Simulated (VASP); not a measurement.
# SiMo3 in VASP: single point with PBE

Aim: the single point of SiMo3 with PBE.

Everything below comes from runs of VASP 6.6.1. Logs are shortened: lines on timing, memory, paths and dates and some standing lists are left out, and cuts for length are marked.

## (1) The cell of the first run

The cell holds an amorphous packing of atoms, 12 atoms: a = 6.011 Å, b = 6.011 Å, c = 5.048 Å, α = 90.00°, β = 90.00°, γ = 90.00°.

## (2) Single point, PBE

Contents of INCAR:

```
PREC     = Accurate       # precision mode
ENCUT    = 520            # plane-wave cutoff, eV
EDIFF    = 1E-7           # SCF threshold, eV
ISMEAR   = 0              # smearing method
SIGMA    = 0.1            # smearing width, eV
LREAL    = F              # projectors in reciprocal space
LASPH    = T              # aspherical terms in the spheres
NELM     = 60             # most SCF steps
ALGO     = Normal         # electronic algorithm
ISIF     = 2              # what is computed and relaxed
LWAVE    = F              # write WAVECAR
LCHARG   = F              # write CHGCAR
GGA      = PE             # functional
ISYM     = 0            
NBANDS   = 81             # bands
```

Contents of KPOINTS:

```
Automatic mesh
0
Gamma
  4 4 4
```

Contents of POSCAR:

```
SiMo3
1.0
    6.0113290503     -0.0000217300     -0.0391272487
   -0.0000338222      6.0110565051     -0.0104217560
    0.0327925361      0.0086704591      5.0476452028
Si Mo
3 9
Direct
    0.5730457415      0.3405623332      0.6946718711
    0.0730637042      0.8405279108      0.6946647928
    0.0730584560      0.8405168488      0.1946670514
    0.2260060057      0.1819050852      0.9405232817
    0.4144372988      0.9934547228      0.4488188284
    0.2260016227      0.4991503068      0.4487998090
    0.5730800388      0.3404781770      0.1946710392
    0.9201160380      0.4991474012      0.9405202043
    0.4144221366      0.6875941519      0.9405386676
    0.9201222445      0.1819117037      0.4488416412
    0.7316792144      0.9934443836      0.9405021870
    0.7316962448      0.6875956348      0.4488387373
```

Potentials or basis: VASP PAW PBE potentials, release 64 (Si, Mo_sv).

Started as:

```sh
$ cat potpaw_PBE.64/Si/POTCAR potpaw_PBE.64/Mo_sv/POTCAR > POTCAR
$ mpirun -np 1 vasp_std > vasp.out
```

OUTCAR:

```text
PREC = Accurate
   ENCUT = 520
   EDIFF = 1E-7
   ISMEAR = 0
   LREAL = F
   LASPH = T
   NELM = 60
   ISIF = 2
   GGA = PE
   ISYM = 0

 ion  position               nearest neighbor table
   1  0.573  0.341  0.695-   7 2.52   7 2.52   9 2.61  12 2.61   6 2.61   8 2.61   4 2.61  10 2.61
                             5 2.61  11 2.61
   2  0.073  0.841  0.695-   3 2.52   3 2.52  12 2.57  10 2.57   4 2.57   6 2.57   9 2.57  11 2.57
                             5 2.57   8 2.57
   3  0.073  0.841  0.195-   2 2.52   2 2.52   6 2.59   9 2.59   8 2.59  12 2.59   5 2.59   4 2.59
                            11 2.59  10 2.59
   4  0.226  0.182  0.941-   2 2.57   3 2.59   1 2.61   7 2.63   8 2.65   5 2.95   5 3.02  10 3.09
                             6 3.13  10 3.16   9 3.18  11 3.18   6 3.20   9 3.24  11 3.24
   5  0.414  0.993  0.449-   2 2.57   3 2.59   1 2.61   7 2.63  12 2.65   4 2.95   4 3.02   9 3.09
                            11 3.13   9 3.16   6 3.18  10 3.18  11 3.20   6 3.24  10 3.24
   6  0.226  0.499  0.449-   2 2.57   3 2.59   1 2.61   7 2.63  10 2.65   9 2.95   9 3.02   8 3.09
                             4 3.13   8 3.16   5 3.18  12 3.18   4 3.20   5 3.24  12 3.24
   7  0.573  0.340  0.195-   1 2.52   1 2.52  11 2.63   5 2.63  10 2.63   4 2.63   8 2.63   6 2.63
                            12 2.63   9 2.63
   8  0.920  0.499  0.941-   2 2.57   3 2.59   1 2.61   7 2.63   4 2.65  12 2.95  12 3.02   6 3.09
                            10 3.13   6 3.16  11 3.18   9 3.18  10 3.20  11 3.24   9 3.24
   9  0.414  0.688  0.941-   2 2.57   3 2.59   1 2.61   7 2.63  11 2.65   6 2.95   6 3.02   5 3.09
                            12 3.13   5 3.16   4 3.18   8 3.18  12 3.20   4 3.24   8 3.24
  10  0.920  0.182  0.449-   2 2.57   3 2.59   1 2.61   7 2.63   6 2.65  11 2.95  11 3.03   4 3.09
                             8 3.13   4 3.16  12 3.18   5 3.18   8 3.20  12 3.24   5 3.24
  11  0.732  0.993  0.941-   2 2.57   3 2.59   1 2.61   7 2.63   9 2.65  10 2.95  10 3.03  12 3.09
                             5 3.13  12 3.16   8 3.18   4 3.18   5 3.20   8 3.24   4 3.24
  12  0.732  0.688  0.449-   2 2.57   3 2.59   1 2.61   7 2.63   5 2.65   8 2.95   8 3.02  11 3.09
                             9 3.13  11 3.16  10 3.18   6 3.18   9 3.20  10 3.24   6 3.24

IMPORTANT INFORMATION: All symmetrisations will be switched off!
NOSYMM: (Re-)initialisation of all symmetry stuff for point group C_1.

----------------------------------------------------------------------------------------

                                     Primitive cell

  volume of cell :     182.4021

  direct lattice vectors                    reciprocal lattice vectors
     6.011329050 -0.000021730 -0.039127249     0.166345530 -0.000000938 -0.001080679
    -0.000033822  6.011056505 -0.010421756    -0.000001259  0.166359611 -0.000285752
     0.032792536  0.008670459  5.047645203     0.001289439  0.000343472  0.198103214

  length of vectors
[... 116 lines left out ...]
   EFERMI =   0.00;   METHOD = LEGACY
   ISMEAR =     0;   SIGMA  =   0.10  broadening in eV -4-tet -1-fermi 0-gaus
   EFERMI_NEDOS =   21; number of points for ismear=-14 and -15
   IALGO  =     38    algorithm
   IMIX   =      4    mixing-type and parameters
     AMIX     =   0.40;   BMIX     =  1.00
     AMIX_MAG =   1.60;   BMIX_MAG =  1.00
  volume/ion in A,a.u.               =      15.20       102.58
  Fermi-wavevector in a.u.,A,eV,Ry     =   1.491734  2.818968 30.276623  2.225269
  Thomas-Fermi vector in A             =   2.604351
   LORBIT       =      0    0 simple, 1 ext, 2 COOP (PROOUT), +10 PAW based schemes
   GGA     = PE    functional components
   LHFCALC =     F    Hartree Fock is set to
   AEXX    =    0.0000 exact exchange contribution
   IVDW    =     0    specifies the selected vdW correction
   LEPSILON=     F    determine dielectric tensor
   LRPA    =     F    only Hartree local field effects (RPA)
 non-spin polarized calculation
 Gauss-broadening in eV      SIGMA  =   0.10
  energy-cutoff  :      520.00
  volume of cell :      182.40
 maximum number of plane-waves:      4931
 NGX is ok and might be reduce to    48
   NGX = 23   NGY = 23   NGZ = 19

 number of electron     138.0000004 magnetization

 Free energy of the ion-electron system (eV)
  ---------------------------------------------------
  ext. energy  EPLUGINS =         0.00000000
  ---------------------------------------------------
  free energy    TOTEN  =      -116.10908946 eV

  energy without entropy =     -116.06643400  energy(sigma->0) =     -116.08776173

 E-fermi :  11.8328     XC(G=0): -12.8877

 val. band max:       11.8244865171   @ k =   0.5000   0.5000   0.5000
 cond. band min:      11.8591788629   @ k =   0.2500  -0.2500   0.2500
 fundamental gap:      0.0346923458
 Fermi energy:        11.8327778703

 k-point     1 :       0.0000    0.0000    0.0000
  band No.  band energies     occupation
      1     -49.1690      2.00000
      2     -49.0636      2.00000
      3     -49.0614      2.00000
      4     -49.0544      2.00000
      5     -49.0228      2.00000
      6     -49.0228      2.00000
[... 2005 lines left out ...]
     80      14.1106      0.00000
     81      14.1943      0.00000

 [... further k-points ...]
[... 5 lines left out ...]
  --------------------------------------------------------------------------------------
  -------------------------------------------------------------------------------------
  Total        0.2191658      0.2295210      0.2381586      0.0003301      0.0015476      0.0020827
  in kB        1.9251016      2.0160590      2.0919295      0.0028994      0.0135937      0.0182938
  external PRESSURE =       2.0110300 kB  Pullay stress =       0.0000000 kB

 VOLUME and BASIS-vectors are now :
 -----------------------------------------------------------------------------
  energy-cutoff  :      520.00
  volume of cell :      182.40
      direct lattice vectors                 reciprocal lattice vectors
     6.011329050 -0.000021730 -0.039127249     0.166345530 -0.000000938 -0.001080679
    -0.000033822  6.011056505 -0.010421756    -0.000001259  0.166359611 -0.000285752
     0.032792536  0.008670459  5.047645203     0.001289439  0.000343472  0.198103214

 POSITION                                       TOTAL-FORCE (eV/Angst)
 -----------------------------------------------------------------------------------
      3.46754      2.05315      3.48049         0.000371     -0.001963     -0.000058
      0.46196      5.05848      3.49480         0.000469     -0.000353      0.000324
      0.44553      5.05408      0.97099        -0.000556      0.001374      0.000250
      1.38943      1.10159      4.73669        -0.013853     -0.004162     -0.008024
      2.50600      5.97559      2.23891        -0.003821     -0.013224      0.008480
      1.37327      3.00431      2.25134        -0.013015      0.003713      0.009184
      3.45134      2.04831      0.95666        -0.000887      0.002561      0.000227
      5.56195      3.00854      4.70621         0.013632      0.003964     -0.008100
      2.52205      4.14131      4.72412        -0.003216      0.012579     -0.008776
      5.54587      1.09735      2.22770         0.013661     -0.004403      0.007028
      4.42917      5.97979      4.70834         0.003979     -0.012760     -0.007477
      4.41316      4.13705      2.22978         0.003237      0.012672      0.006942
 -----------------------------------------------------------------------------------
    total drift:                               -0.000029      0.000104     -0.000010

  FREE ENERGIE OF THE ION-ELECTRON SYSTEM (eV)
  ---------------------------------------------------
  free  energy   TOTEN  =      -116.1090894575 eV

  energy  without entropy=     -116.0664340034  energy(sigma->0) =     -116.08776173
```

OSZICAR:

```text
N       E                     dE             d eps       ncg     rms          rms(c)
DAV:   1     0.168692639757E+04    0.16869E+04   -0.84335E+04  5976   0.175E+03
[... 11 lines left out ...]
DAV:  13    -0.116109115514E+03    0.12570E-03   -0.11897E-03  8055   0.189E-01    0.668E-02
DAV:  14    -0.116109096538E+03    0.18975E-04   -0.20670E-04  7632   0.777E-02    0.449E-02
DAV:  15    -0.116109090172E+03    0.63661E-05   -0.36381E-05  7536   0.313E-02    0.181E-02
DAV:  16    -0.116109089422E+03    0.75011E-06   -0.10537E-05  7488   0.185E-02    0.129E-02
DAV:  17    -0.116109089633E+03   -0.21133E-06   -0.64630E-06  7104   0.135E-02    0.347E-03
DAV:  18    -0.116109089517E+03    0.11674E-06   -0.49111E-07  5840   0.349E-03    0.122E-03
DAV:  19    -0.116109089457E+03    0.59259E-07   -0.82344E-08  3800   0.188E-03
   1 F= -.11610909E+03 E0= -.11608776E+03  d E =-.426555E-01
```

Run time: 8.7 min. Hardware: 1 thread of AMD EPYC 9R14 (Zen 4), shared host; peak memory 0.47 GiB.

Results:

| Property | Result |
| --- | --- |
| Free energy | -116.1091 eV |
| Pressure | 0.2 GPa |
| Largest force | 0.017 eV/Å |
| Band gap on the k mesh | zero (band 69 reaches 11.99 eV, above the bottom of band 70 at 11.53 eV) |

Forces in eV/Å, atoms in the order of the input:
```
Si   0.000 -0.002  0.000
Si   0.000  0.000  0.000
Si  -0.001  0.001  0.000
Mo  -0.014 -0.004 -0.008
Mo  -0.004 -0.013  0.008
Mo  -0.013  0.004  0.009
Mo  -0.001  0.003  0.000
Mo   0.014  0.004 -0.008
Mo  -0.003  0.013 -0.009
Mo   0.014 -0.004  0.007
Mo   0.004 -0.013 -0.007
Mo   0.003  0.013  0.007
```

Levels at points of the mesh, in eV from the Fermi level:
| k point | band 67 | band 68 | band 69 | band 70 | band 71 | band 72 |
| --- | --- | --- | --- | --- | --- | --- |
| (0.00, 0.00, 0.00) | -0.77 | -0.49 | -0.38 | 0.05 | 0.05 | 0.08 |
| (0.50, 0.00, 0.00) | -0.75 | -0.71 | -0.66 | -0.30 | 0.64 | 0.65 |
| (0.00, 0.50, 0.00) | -0.75 | -0.71 | -0.66 | -0.30 | 0.64 | 0.65 |
| (0.50, 0.50, 0.00) | -0.60 | -0.60 | -0.37 | 0.13 | 0.13 | 0.39 |
| (0.00, 0.00, 0.50) | -0.65 | -0.36 | 0.16 | 0.21 | 0.23 | 0.23 |
| (0.50, 0.00, 0.50) | -0.63 | -0.29 | -0.16 | 0.03 | 0.38 | 0.75 |
| (0.00, 0.50, 0.50) | -0.63 | -0.29 | -0.16 | 0.03 | 0.38 | 0.75 |
| (0.50, 0.50, 0.50) | -0.51 | -0.34 | -0.01 | 0.23 | 0.33 | 0.50 |
